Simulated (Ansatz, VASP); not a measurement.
As in VASP and in Ansatz

```
As
1.0
    -1.68738    1.68738   11.72007
     1.68738   -1.68738   11.72007
     1.68738    1.68738  -11.72007
As
4
Direct
  0.08904 0.08904 0.00000
  0.83904 0.33904 0.50000
  0.91096 0.91096 0.00000
  0.66096 0.16096 0.50000
```

Alike in both runs: functional PBE; k mesh 6 × 6 × 6; occupations gaussian, width 0.1 eV; no spin polarisation.

Ansatz relaxed the structure, and its values are those at the end. VASP's run is a single point on that final structure, the one shown.

|  | VASP | Ansatz |
| --- | --- | --- |
| version | VASP 6.6.1 | Ansatz 0.2.0 |
| potentials or method | VASP PAW PBE potentials, release 64 (As_d), cutoff 510 eV | scalar-relativistic, plane waves, PAW |
| valence electrons in the cell | 60 | 60 |

```tsv
	VASP	Ansatz	Ansatz less VASP
gap on the k mesh at the Fermi level (eV)	none	none	-
pressure (GPa)	0.2	0.2	-0.01
rms of the force components (eV/Å)	0.004	0.002	-0.0029
```

A gap of «none» marks a metal or a gap that the smearing closes.

The k mesh is coarse, so the values compare programs but aren't converged.
